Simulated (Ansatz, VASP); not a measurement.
NaF in VASP and in Ansatz

INCAR

```
SYSTEM = NaF
PREC     = Accurate       ! precision mode
ENCUT    = 520            ! plane-wave cutoff, eV
EDIFF    = 1E-7           ! SCF threshold, eV
ISMEAR   = 0              ! smearing method
SIGMA    = 0.01           ! smearing width, eV
LREAL    = .False.        ! projectors in reciprocal space
LASPH    = .True.         ! aspherical terms in the spheres
NELM     = 100            ! most SCF steps
ALGO     = Normal         ! electronic algorithm
ISIF     = 2              ! what is computed and relaxed
LWAVE    = .False.        ! write WAVECAR
LCHARG   = .False.        ! write CHGCAR
GGA      = PS             ! functional
NBANDS   = 14             ! bands
```

The input KPOINTS:

```
regular mesh
0
Gamma
  10 10 10
  0 0 0
```

POSCAR

```
NaF
1.0
    0.0000000000      2.3150981336      2.3266736243
    2.3150981336      0.0000000000      2.3266736243
    2.3150981336      2.3150981336      0.0000000000
Na F
1 1
Direct
    0.0000000000      0.0000000000      0.0000000000
    0.5000000000      0.5000000000      0.5000000000
```

Input for Ansatz:

```yaml
crystal:
  lattice:
    - [0.0, 2.31509813362, 2.32667362428]
    - [2.31509813362, 0.0, 2.32667362428]
    - [2.31509813362, 2.31509813362, 0.0]
  atoms:
    - { symbol: Na, position: [0.0, 0.0, 0.0] }
    - { symbol: F, position: [0.5, 0.5, 0.5] }
kpoints:
  mp_grid: { grid: [10, 10, 10] }
scf:
  occupations: { method: fixed }
  convergence: { dr2_threshold: 1.0e-10 }
hamiltonian:
  xc: pbesol
  pseudopotentials: { kind: all_electron, lapw: { basis_error: 0.0005 } }
output:
  forces: true
  stress: true
  eigenstates:
    kpoints:
      - [0.0, 0.0, 0.0]
      - [-0.5, 0.0, -0.5]
      - [0.0, -0.5, -0.5]
      - [-0.5, -0.5, 0.0]
      - [-0.5, 0.0, 0.0]
      - [0.0, -0.5, 0.0]
      - [0.0, 0.0, -0.5]
      - [-0.5, -0.5, -0.5]
  eigenvalues: true
```

Change from the starting cell: z stretched by +0.5 %, x and y held.

Alike in both runs: task single point; functional PBEsol; k mesh 10 × 10 × 10; no spin polarisation.

```csv
,VASP,Ansatz
version,VASP 6.6.1,Ansatz 0.2.0
potentials or method,"VASP PAW PBE potentials, release 64 (Na_pv, F), cutoff 520 eV","all-electron LAPW, scalar-relativistic"
occupations,"gaussian, width 0.01 eV",fixed
```

Ansatz gave:

| Item | Value |
| --- | --- |
| gap on the k mesh at the Fermi level (eV) | 6.16 |
| pressure (GPa) | -0.3 |
| traceless stress, the component that is largest in VASP (GPa) | -0.25 |

Task: What did VASP give for the same quantities?

Result: gap on the k mesh at the Fermi level (eV): 6.15; pressure (GPa): -0.3; traceless stress, the component that is largest in VASP (GPa): -0.26.

VASP's potentials were made for PBE, not for PBEsol. Ansatz ran all-electron here, and VASP with PAW potentials.
